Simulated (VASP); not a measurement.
A run of VASP 6.6.1 is set up as follows.

POSCAR

```
CdS
1.0
    0.0000000000      2.9392138883      2.9392138883
    2.9392138883      0.0000000000      2.9392138883
    2.9392138883      2.9392138883      0.0000000000
Cd S
1 1
Direct
    0.0000000000      0.0000000000      0.0000000000
    0.2500000000      0.2500000000      0.2500000000
```

INCAR.step1

```
SYSTEM = CdS
PREC     = Accurate       ! precision mode
ENCUT    = 520            ! plane-wave cutoff, eV
EDIFF    = 1E-5           ! SCF threshold, eV
ISMEAR   = 0              ! smearing method
SIGMA    = 0.01           ! smearing width, eV
LREAL    = .FALSE.        ! projectors in reciprocal space
LASPH    = .TRUE.         ! aspherical terms in the spheres
NELM     = 60             ! most SCF steps
ALGO     = Normal         ! electronic algorithm
ISIF     = 2              ! what is computed and relaxed
LWAVE    = .TRUE.         ! write WAVECAR
NBANDS   = 16             ! bands
GGA      = PE             ! functional
```

INCAR.step2

```
SYSTEM = CdS
PREC     = Accurate       ! precision mode
ENCUT    = 520            ! plane-wave cutoff, eV
EDIFF    = 1E-7           ! SCF threshold, eV
ISMEAR   = 0              ! smearing method
SIGMA    = 0.01           ! smearing width, eV
LREAL    = .FALSE.        ! projectors in reciprocal space
LASPH    = .TRUE.         ! aspherical terms in the spheres
NELM     = 60             ! most SCF steps
ALGO     = Normal         ! electronic algorithm
ISIF     = 2              ! what is computed and relaxed
LWAVE    = .FALSE.        ! write WAVECAR
LCHARG   = .TRUE.         ! write CHGCAR
GGA      = PE             ! functional
LHFCALC  = .TRUE.         ! exact exchange
AEXX     = 0.75           ! exact-exchange fraction
HFSCREEN = 0.2078         ! screening, 1/A
PRECFOCK = Normal       
LELF     = .TRUE.         ! ELF
LVHAR    = .TRUE.       
NBANDS   = 16             ! bands
ISTART   = 1
```

KPOINTS

```
Automatic mesh
0
G
  4 4 4
  0 0 0
```

Potentials or basis: VASP PAW PBE potentials, release 64 (Cd, S).

Launch:

```console
$ cat potpaw_PBE.64/Cd/POTCAR potpaw_PBE.64/S/POTCAR > POTCAR
$ cp INCAR.step1 INCAR
$ mpirun -np 1 vasp_std > vasp.out
$ cp INCAR.step2 INCAR
$ mpirun -np 1 vasp_std > vasp.out
```

What does it give for the pressure?

-1.1 GPa.

Predict the band gap on the k mesh.

4.42 eV, direct.

Caveat: the k points lie up to 0.46 Å⁻¹ apart; the PAW data sets were made with another functional, which shifts forces and pressure a little.
